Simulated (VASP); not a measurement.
# PtS2 (P-3m1) in VASP: a series of runs

Runs on PtS2. Level: PBEsol+U. Tasks: single point.

All numbers are computed with VASP 6.6.1; they aren't measurements. Logs are shortened: lines on timing, memory, paths and dates and some standing lists are left out, and cuts for length are marked.

### Step 1. The cell of the first run

Symmetry: P-3m1, No. 164, trigonal system. Conventional cell: a = 3.543 Å, b = 3.543 Å, c = 5.039 Å, α = 90.00°, β = 90.00°, γ = 120.00°. Pt (site symmetry -3m) has 6 S at 2.40 Å within 3.2 Å. S (site symmetry 3m) has 3 Pt at 2.40 Å within 3.2 Å.

### Step 2. Single point, PBEsol+U, collinear spin, ferromagnetic start

Contents of INCAR:

```
SYSTEM = PtS2
ALGO = Normal ; EDIFF = 1E-6
ENCUT = 520 ; GGA = PS
ISIF = 2 ; ISMEAR = 0
ISPIN = 2 ; LASPH = .True.
LCHARG = .True. ; LDAU = .True.
LDAUJ = 0 0 ; LDAUL = 2 -1
LDAUPRINT = 1 ; LDAUTYPE = 2
LDAUU = 2 0 ; LELF = .True.
LMAXMIX = 4 ; LORBIT = 11
LREAL = .False. ; LVHAR = .True.
LWAVE = .False. ; MAGMOM = 4 4 0 0 0 0
NBANDS = 35 ; NELM = 150
PREC = Accurate ; SIGMA = 0.05
```

Contents of KPOINTS:

```
k-points
0
Gamma
  7 7 3
  0 0 0
```

Contents of POSCAR:

```
PtS2
1.0
    3.5431995400      0.0000000000      0.0000000000
   -1.7715997700      3.0685008100      0.0000000000
    0.0000000000      0.0000000000     10.0776001800
Pt S
2 4
Direct
    0.0000000000      0.0000000000      0.0000000000
    0.0000000000      0.0000000000      0.5000000000
    0.3333333333      0.6666666667      0.1250000000
    0.6666666667      0.3333333333      0.3750000000
    0.3333333333      0.6666666667      0.6250000000
    0.6666666667      0.3333333333      0.8750000000
```

Potentials or basis: VASP PAW PBE potentials, release 64 (Pt, S).

The run is started by

```
$ cat potpaw_PBE.64/Pt/POTCAR potpaw_PBE.64/S/POTCAR > POTCAR
$ mpirun -np 1 vasp_std > vasp.out
```

OUTCAR:

```text
SYSTEM = PtS2
   EDIFF = 1E-6
   ENCUT = 520
   GGA = PS
   ISIF = 2
   ISMEAR = 0
   ISPIN = 2
   LASPH = .True.
   LORBIT = 11
   LREAL = .False.
   NELM = 150
   PREC = Accurate

 ion  position               nearest neighbor table
   1  0.000  0.000  0.000-   3 2.40   6 2.40   6 2.40   3 2.40   6 2.40   3 2.40
   2  0.000  0.000  0.500-   5 2.40   4 2.40   5 2.40   4 2.40   4 2.40   5 2.40
   3  0.333  0.667  0.125-   1 2.40   1 2.40   1 2.40
   4  0.667  0.333  0.375-   2 2.40   2 2.40   2 2.40
   5  0.333  0.667  0.625-   2 2.40   2 2.40   2 2.40
   6  0.667  0.333  0.875-   1 2.40   1 2.40   1 2.40

  LATTYP: Found a hexagonal cell.
 ALAT       =     3.5431995400
 C/A-ratio  =     2.8442090450

  Lattice vectors:

 A1 = (   3.5431995400,   0.0000000000,   0.0000000000)
 A2 = (  -1.7715997700,   3.0685008100,   0.0000000000)
 A3 = (   0.0000000000,   0.0000000000,  10.0776001800)

Analysis of symmetry for initial positions (statically):
=====================================================================
 Subroutine PRICEL returns following result:

  LATTYP: Found a hexagonal cell.
 ALAT       =     3.5431995400
 C/A-ratio  =     1.4221045225
[... 12 lines left out ...]
 Subroutine GETGRP returns: Found 12 space group operations
 (whereof 12 operations were pure point group operations)
 out of a pool of 24 trial point group operations.

The static configuration has the point symmetry D_3d.

Analysis of symmetry for dynamics (positions and initial velocities):
=====================================================================
 Subroutine PRICEL returns following result:

  LATTYP: Found a hexagonal cell.
 ALAT       =     3.5431995400
 C/A-ratio  =     1.4221045225
[... 12 lines left out ...]
 Subroutine GETGRP returns: Found 12 space group operations
 (whereof 12 operations were pure point group operations)
 out of a pool of 24 trial point group operations.

The dynamic configuration has the point symmetry D_3d.

Analysis of structural, dynamic, and magnetic symmetry:
=====================================================================
 Subroutine PRICEL returns following result:

  LATTYP: Found a hexagonal cell.
 ALAT       =     3.5431995400
 C/A-ratio  =     1.4221045225
[... 12 lines left out ...]
 Subroutine GETGRP returns: Found 12 space group operations
 (whereof 12 operations were pure point group operations)
 out of a pool of 24 trial point group operations.

The overall configuration has the point symmetry D_3d.

 Subroutine INISYM returns: Found 12 space group operations
 (whereof 12 operations are pure point group operations),
 and found     2 'primitive' translations

----------------------------------------------------------------------------------------

                                     Primitive cell

  volume of cell :      54.7834

  direct lattice vectors                    reciprocal lattice vectors
     3.543199540  0.000000000  0.000000000     0.282230789  0.162946022  0.000000000
    -1.771599770  3.068500810  0.000000000     0.000000000  0.325892044  0.000000000
     0.000000000  0.000000000  5.038800090     0.000000000  0.000000000  0.198459947

  length of vectors
     3.543199540  3.543199538  5.038800090     0.325892043  0.325892044  0.198459947

  position of ions in fractional coordinates (direct lattice)
     0.000000000  0.000000000  0.000000000
     0.333333333  0.666666667  0.250000000
     0.666666667  0.333333333  0.750000000

  ion indices of the primitive-cell ions
   primitive index   ion index
                 1           1
                 2           3
                 3           6

----------------------------------------------------------------------------------------

[... 137 lines left out ...]
  o =  0.9126  v =  0.0000  0.0000  0.0000  0.0000  0.0000  0.0000  0.5833 -0.0000  0.0000  0.8123      0.0000  0.0000  0.0000  0.0000  0.0000  0.0000  0.0000  0.0000  0.0000  0.0000
  o =  0.9126  v =  0.0000  0.0000  0.0000  0.0000  0.0000 -0.8123  0.0000  0.0000 -0.5833  0.0000      0.0000  0.0000  0.0000  0.0000  0.0000  0.0000  0.0000  0.0000  0.0000  0.0000
  o =  0.9126  v =  0.0000  0.5833 -0.0000  0.0000  0.8123  0.0000  0.0000  0.0000  0.0000  0.0000      0.0000  0.0000  0.0000  0.0000  0.0000  0.0000  0.0000  0.0000  0.0000  0.0000
  o =  0.9126  v = -0.8123  0.0000  0.0000 -0.5833  0.0000  0.0000  0.0000  0.0000  0.0000  0.0000      0.0000  0.0000  0.0000  0.0000  0.0000  0.0000  0.0000  0.0000  0.0000  0.0000

atom =   2  type =  1  l = 2

 onsite density matrix

spin component  1

  0.8305 -0.0000 -0.0000  0.1144 -0.0000
 -0.0000  0.7534 -0.0000  0.0000  0.1144
 -0.0000 -0.0000  0.9118 -0.0000 -0.0000
  0.1144  0.0000 -0.0000  0.7534 -0.0000
 -0.0000  0.1144 -0.0000 -0.0000  0.8305

spin component  2

  0.8305 -0.0000 -0.0000  0.1144 -0.0000
 -0.0000  0.7534 -0.0000  0.0000  0.1144
 -0.0000 -0.0000  0.9118 -0.0000 -0.0000
  0.1144  0.0000 -0.0000  0.7534 -0.0000
 -0.0000  0.1144 -0.0000 -0.0000  0.8305

 occupancies and eigenvectors

  o =  0.6712  v =  0.0000  0.0000  0.0000  0.0000  0.0000  0.0000  0.8123 -0.0000 -0.0000 -0.5833      0.0000  0.0000  0.0000  0.0000  0.0000  0.0000  0.0000  0.0000  0.0000  0.0000
  o =  0.6712  v =  0.0000  0.0000  0.0000  0.0000  0.0000  0.5833  0.0000  0.0000 -0.8123  0.0000      0.0000  0.0000  0.0000  0.0000  0.0000  0.0000  0.0000  0.0000  0.0000  0.0000
  o =  0.6712  v =  0.0000  0.8123 -0.0000 -0.0000 -0.5833  0.0000  0.0000  0.0000  0.0000  0.0000      0.0000  0.0000  0.0000  0.0000  0.0000  0.0000  0.0000  0.0000  0.0000  0.0000
  o =  0.6712  v =  0.5833  0.0000  0.0000 -0.8123  0.0000  0.0000  0.0000  0.0000  0.0000  0.0000      0.0000  0.0000  0.0000  0.0000  0.0000  0.0000  0.0000  0.0000  0.0000  0.0000
  o =  0.9118  v =  0.0000  0.0000  0.0000  0.0000  0.0000  0.0000  0.0000  1.0000  0.0000  0.0000      0.0000  0.0000  0.0000  0.0000  0.0000  0.0000  0.0000  0.0000  0.0000  0.0000
  o =  0.9118  v =  0.0000  0.0000  1.0000  0.0000  0.0000  0.0000  0.0000  0.0000  0.0000  0.0000      0.0000  0.0000  0.0000  0.0000  0.0000  0.0000  0.0000  0.0000  0.0000  0.0000
  o =  0.9126  v =  0.0000  0.0000  0.0000  0.0000  0.0000  0.0000  0.5833 -0.0000  0.0000  0.8123      0.0000  0.0000  0.0000  0.0000  0.0000  0.0000  0.0000  0.0000  0.0000  0.0000
  o =  0.9126  v =  0.0000  0.0000  0.0000  0.0000  0.0000 -0.8123  0.0000  0.0000 -0.5833  0.0000      0.0000  0.0000  0.0000  0.0000  0.0000  0.0000  0.0000  0.0000  0.0000  0.0000
  o =  0.9126  v =  0.0000  0.5833 -0.0000  0.0000  0.8123  0.0000  0.0000  0.0000  0.0000  0.0000      0.0000  0.0000  0.0000  0.0000  0.0000  0.0000  0.0000  0.0000  0.0000  0.0000
  o =  0.9126  v = -0.8123  0.0000  0.0000 -0.5833  0.0000  0.0000  0.0000  0.0000  0.0000  0.0000      0.0000  0.0000  0.0000  0.0000  0.0000  0.0000  0.0000  0.0000  0.0000  0.0000

 number of electron      44.0000000 magnetization       0.0013178

 Free energy of the ion-electron system (eV)
  ---------------------------------------------------
  ext. energy  EPLUGINS =         0.00000000
  ---------------------------------------------------
  free energy    TOTEN  =       -31.10667975 eV

  energy without entropy =      -31.10667967  energy(sigma->0) =      -31.10667971

 E-fermi :   6.9050     XC(G=0): -10.8753

 val. band max:        6.7590065373   @ k =   0.0000   0.0000   0.0000
 cond. band min:       7.0649649757   @ k =   0.2857   0.0000   0.3333
 fundamental gap:      0.3059584384
 Fermi energy:         6.9050327203

 spin component 1

 k-point     1 :       0.0000    0.0000    0.0000
  band No.  band energies     occupation
      1      -8.5147      1.00000
      2      -8.0129      1.00000
      3      -6.6758      1.00000
      4      -5.6647      1.00000
      5      -0.5618      1.00000
      6       0.1106      1.00000
[... 729 lines left out ...]
     33      15.4643      0.00000
     34      15.5893      0.00000
 Fermi energy:         6.9050327203

 spin component 2

 k-point     1 :       0.0000    0.0000    0.0000
  band No.  band energies     occupation
      1      -8.5145      1.00000
      2      -8.0128      1.00000
      3      -6.6756      1.00000
      4      -5.6646      1.00000
      5      -0.5616      1.00000
      6       0.1107      1.00000
[... 729 lines left out ...]
     33      15.4647      0.00000
     34      15.5896      0.00000
 [bands above 34 left out]

------------------------ aborting loop because EDIFF is reached ----------------------------------------

  FORCE on cell =-STRESS in cart. coord.  units (eV):
  Direction    XX          YY          ZZ          XY          YZ          ZX
  --------------------------------------------------------------------------------------
  -------------------------------------------------------------------------------------
  Total       -2.6277117     -2.6277117     -3.5124497      0.0000000      0.0000000      0.0000000
  in kB      -38.4245967    -38.4245967    -51.3619748      0.0000000      0.0000000      0.0000000
  external PRESSURE =     -42.7370561 kB  Pullay stress =       0.0000000 kB

 VOLUME and BASIS-vectors are now :
 -----------------------------------------------------------------------------
  energy-cutoff  :      520.00
  volume of cell :      109.57
      direct lattice vectors                 reciprocal lattice vectors
     3.543199540  0.000000000  0.000000000     0.282230789  0.162946022  0.000000000
    -1.771599770  3.068500810  0.000000000     0.000000000  0.325892044  0.000000000
     0.000000000  0.000000000 10.077600180     0.000000000  0.000000000  0.099229974

 POSITION                                       TOTAL-FORCE (eV/Angst)
 -----------------------------------------------------------------------------------
      0.00000      0.00000      0.00000         0.000000      0.000000     -0.000000
      0.00000      0.00000      5.03880         0.000000      0.000000     -0.000000
     -0.00000      2.04567      1.25970         0.000000     -0.000000     -0.665938
      1.77160      1.02283      3.77910        -0.000000      0.000000      0.665938
     -0.00000      2.04567      6.29850        -0.000000      0.000000     -0.665938
      1.77160      1.02283      8.81790         0.000000     -0.000000      0.665938
 -----------------------------------------------------------------------------------
    total drift:                               -0.000000     -0.000000      0.000000

  FREE ENERGIE OF THE ION-ELECTRON SYSTEM (eV)
  ---------------------------------------------------
  free  energy   TOTEN  =       -31.1066797497 eV

  energy  without entropy=      -31.1066796710  energy(sigma->0) =      -31.10667971

 total charge

# of ion       s       p       d       tot
------------------------------------------
    1        0.673   0.747   8.103   9.524
    2        0.673   0.747   8.103   9.524
    3        1.359   2.236   0.000   3.595
    4        1.359   2.236   0.000   3.595
    5        1.359   2.236   0.000   3.595
    6        1.359   2.236   0.000   3.595
--------------------------------------------------
tot          6.784  10.439  16.206  33.430

 magnetization (x)

# of ion       s       p       d       tot
------------------------------------------
    1       -0.000  -0.000  -0.000  -0.000
    2       -0.000  -0.000  -0.000  -0.000
    3       -0.000  -0.000   0.000  -0.000
    4       -0.000  -0.000   0.000  -0.000
    5       -0.000  -0.000   0.000  -0.000
    6       -0.000  -0.000   0.000  -0.000
--------------------------------------------------
tot         -0.000  -0.000  -0.000  -0.000
```

It took 4.8 min on 1 thread of Intel Xeon Platinum 8175M at 2.50GHz (Skylake/Cascade Lake), shared host; peak memory 0.34 GiB.

What came out:

| Property | Result |
| --- | --- |
| Free energy | -31.1067 eV |
| Pressure | -4.3 GPa |
| Largest force | 0.666 eV/Å |
| Band gap on the k mesh | 0.31 eV |
| Net moment | 0.00 μB per cell |
| Valence electrons inside the program's atomic spheres | Pt 9.52; S 3.60 |

Forces in eV/Å, atoms in the order of the input:
```
Pt   0.000  0.000  0.000
Pt   0.000  0.000  0.000
S    0.000  0.000 -0.666
S    0.000  0.000  0.666
S    0.000  0.000 -0.666
S    0.000  0.000  0.666
```

Stress tensor (GPa, compression positive):
```
-3.84  0.00  0.00
 0.00 -3.84  0.00
 0.00  0.00 -5.14
```

Eigenvalues of the final occupation matrices:
```
    site  spin  trace               eigenvalues
site 1 d     1   4.08  0.67 0.67 0.91 0.91 0.91
site 1 d     2   4.08  0.67 0.67 0.91 0.91 0.91
site 2 d     1   4.08  0.67 0.67 0.91 0.91 0.91
site 2 d     2   4.08  0.67 0.67 0.91 0.91 0.91
```

Caveat: the PAW data sets were made with another functional, which shifts forces and pressure a little; spin-orbit coupling is left out, which moves the levels of the heavy elements.

### Step 3. Single point, PBEsol+U, collinear spin, ferromagnetic start

Contents of INCAR:

```
PREC     = Accurate       # precision mode
ENCUT    = 520            # plane-wave cutoff, eV
EDIFF    = 1E-6           # SCF threshold, eV
ISMEAR   = 0              # smearing method
SIGMA    = 0.05           # smearing width, eV
LREAL    = F              # projectors in reciprocal space
LASPH    = T              # aspherical terms in the spheres
NELM     = 150            # most SCF steps
ALGO     = Normal         # electronic algorithm
ISIF     = 2              # what is computed and relaxed
LWAVE    = F              # write WAVECAR
LCHARG   = T              # write CHGCAR
ISPIN    = 2              # spin polarisation
MAGMOM   = 1.3 1.3 1.02 1.02 1.02 1.02 # initial moments
LORBIT   = 11             # projections on sites
NUPDOWN  = 8.0            # fixed moment
LMAXMIX  = 4              # l up to which the mixer works
LDAU     = T              # DFT+U
LDAUTYPE = 2            
LDAUL    = 2 -1           # shell
LDAUU    = 2 0            # U, eV
LDAUJ    = 0 0          
LDAUPRINT= 1            
GGA      = PS             # functional
LELF     = T              # ELF
LVHAR    = T            
NBANDS   = 35             # bands
```

Contents of KPOINTS:

```
regular mesh
0
Gamma
  7 7 3
```

POSCAR is that of step 2.

Potentials or basis: VASP PAW PBE potentials, release 64 (Pt, S).

The run is started by

```
$ cat potpaw_PBE.64/Pt/POTCAR potpaw_PBE.64/S/POTCAR > POTCAR
$ mpirun -np 1 vasp_std > vasp.out
```

It took 4.9 min on 1 thread of Intel Xeon Platinum 8175M at 2.50GHz (Skylake/Cascade Lake), shared host; peak memory 0.34 GiB.

The run converged. Its results:

```
Free energy                                           : -21.8749 eV
Pressure                                              : 14.7 GPa
Largest force                                         : 1.242 eV/Å
Net moment                                            : 8.00 μB per cell
Site moments                                          : Pt +1.41; S +0.84 μB
Valence electrons inside the program's atomic spheres : Pt 9.53; S 3.58
```

Forces in eV/Å, atoms in the order of the input:
```
Pt   0.000  0.000  0.000
Pt   0.000  0.000  0.000
S    0.000  0.000  1.242
S    0.000  0.000 -1.242
S    0.000  0.000  1.242
S    0.000  0.000 -1.242
```

Stress tensor (GPa, compression positive):
```
15.55  0.00  0.00
 0.00 15.55  0.00
 0.00  0.00 12.93
```

Eigenvalues of the final occupation matrices:
```tsv
site	spin	trace	eigenvalues
site 1 d	1	4.79	0.93 0.93 0.93 1.00 1.00
site 1 d	2	3.49	0.62 0.62 0.74 0.75 0.75
site 2 d	1	4.79	0.93 0.93 0.93 1.00 1.00
site 2 d	2	3.49	0.62 0.62 0.74 0.75 0.75
```

Caveat: the moment is held away from its start; the PAW data sets were made with another functional, which shifts forces and pressure a little; spin-orbit coupling is left out, which moves the levels of the heavy elements; the total moment is fixed, so each spin has its own Fermi level. The state reached can hang on the start; a lower one may exist.

### Step 4. Single point, PBEsol+U, collinear spin, ferromagnetic start

Contents of INCAR:

```
PREC = Accurate ; ENCUT = 520
EDIFF = 1E-6 ; ISMEAR = 0
SIGMA = 0.05 ; LREAL = F
LASPH = T ; NELM = 150
ALGO = Normal ; ISIF = 2
LWAVE = F ; LCHARG = F
ISPIN = 2 ; MAGMOM = 2 2 0 0 0 0
LORBIT = 11 ; NUPDOWN = 4.0
LMAXMIX = 4 ; LDAU = T
LDAUTYPE = 2 ; LDAUL = 2 -1
LDAUU = 2 0 ; LDAUJ = 0 0
LDAUPRINT = 1 ; GGA = PS
NBANDS = 35
```

KPOINTS is that of step 3.

POSCAR is that of step 3.

The run is started by

```
$ cat potpaw_PBE.64/Pt/POTCAR potpaw_PBE.64/S/POTCAR > POTCAR
$ mpirun -np 1 vasp_std > vasp.out
```

Wall time 4.3 min (1 thread of Intel Xeon Platinum 8175M at 2.50GHz (Skylake/Cascade Lake), shared host); peak memory 0.35 GiB.

Results (log left out):

| Quantity | Value |
| --- | --- |
| Free energy | -27.4276 eV |
| Pressure | 1.6 GPa |
| Largest force | 0.615 eV/Å |
| Net moment | 4.00 μB per cell |
| Site moments | Pt +0.68; S +0.42 μB |
| Valence electrons inside the program's atomic spheres | Pt 9.55; S 3.56 |

Forces in eV/Å, atoms in the order of the input:
```
Pt   0.000  0.000  0.000
Pt   0.000  0.000  0.000
S    0.000  0.000  0.615
S    0.000  0.000 -0.615
S    0.000  0.000  0.615
S    0.000  0.000 -0.615
```

Stress tensor (GPa, compression positive):
```
2.01 0.00 0.00
0.00 2.01 0.00
0.00 0.00 0.76
```

Eigenvalues of the final occupation matrices:
| site | spin | trace | eigenvalues |
| --- | --- | --- | --- |
| site 1 d | 1 | 4.44 | 0.84 0.84 0.92 0.92 0.92 |
| site 1 d | 2 | 3.82 | 0.64 0.64 0.84 0.84 0.86 |
| site 2 d | 1 | 4.44 | 0.84 0.84 0.92 0.92 0.92 |
| site 2 d | 2 | 3.82 | 0.64 0.64 0.84 0.84 0.86 |

Caveat: the PAW data sets were made with another functional, which shifts forces and pressure a little; spin-orbit coupling is left out, which moves the levels of the heavy elements; the total moment is fixed, so each spin has its own Fermi level. The state reached can hang on the start; a lower one may exist.

### Step 5. Overview

```csv
fixed moment (μB),pressure (GPa),moment (μB),largest force (eV/Å)
-,-4.3,0.00,0.67
8.0,14.7,8.00,1.24
4.0,1.6,4.00,0.62
```

Alike in all rows: task single point; level PBEsol+U; potentials or basis VASP PAW PBE potentials, release 64 (Pt, S); spin collinear, ferromagnetic start; Pt d U = 2.0 eV; cell as given; k mesh 7 × 7 × 3; cutoff (eV) 520; smearing gaussian 0.05 eV.

Caveats: the PAW data sets were made with another functional, which shifts forces and pressure a little; spin-orbit coupling is left out, which moves the levels of the heavy elements; the total moment is fixed, so each spin has its own Fermi level (some runs); the moment is held away from its start (some runs).

Absolute energies hang on the potentials; compare differences alone.
